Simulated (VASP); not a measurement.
Crystal: Fe.

```
Fe
1.0
    -1.41579    1.41579    1.41579
     1.41579   -1.41579    1.41579
     1.41579    1.41579   -1.41579
Fe
1
Direct
  0.00000 0.00000 0.00000
```

| Property | Result |
| --- | --- |
| Program | VASP 6.6.1 |
| Task | relaxation of cell and atoms |
| Functional | LDA |
| Potentials or basis | VASP PAW LDA potentials, release 64 (Fe) |
| Cutoff | 600 eV |
| k mesh | 20 × 20 × 20 |
| Occupations | gaussian, width 0.1 eV |
| Spin | collinear spin, ferromagnetic start |
| Starting moments | [2.44] μB |

At the start: pressure -18.7 GPa; volume 11.35 Å³/atom.

Q: How do energy, volume and symmetry change on relaxing?

A: Over 7 steps the energy falls by 62.3 meV/atom and the volume is 10.38 Å³/atom (-8.6 %); space group Im-3m (No. 229, to 0.1 Å) before and after; moment 1.97 μB per cell.

Step by step:
| step | energy change (eV) | largest force (eV/Å) | pressure (GPa) | volume (Å³) |
| --- | --- | --- | --- | --- |
| 1 | 0.0000 | 0.0000 | -18.71 | 11.35 |
| 2 | 0.0439 | 0.0000 | 34.99 | 9.31 |
| 3 | -0.0622 | 0.0000 | -0.57 | 10.40 |
| 4 | -0.0623 | 0.0000 | -0.12 | 10.38 |
| 5 | -0.0623 | 0.0000 | 0.35 | 10.36 |
| 6 | -0.0623 | 0.0000 | -0.36 | 10.39 |
| 7 | -0.0623 | 0.0000 | -0.01 | 10.38 |

Final structure:
```cif
data_structure
_symmetry_space_group_name_H-M 'P 1'
_symmetry_Int_Tables_number 1
_cell_length_a 2.3798
_cell_length_b 2.3798
_cell_length_c 2.3798
_cell_angle_alpha 109.471
_cell_angle_beta 109.471
_cell_angle_gamma 109.471
_cell_volume 10.38
loop_
_atom_site_label
_atom_site_type_symbol
_atom_site_fract_x
_atom_site_fract_y
_atom_site_fract_z
_atom_site_occupancy
Fe1 Fe 0.00000 0.00000 0.00000 1
```
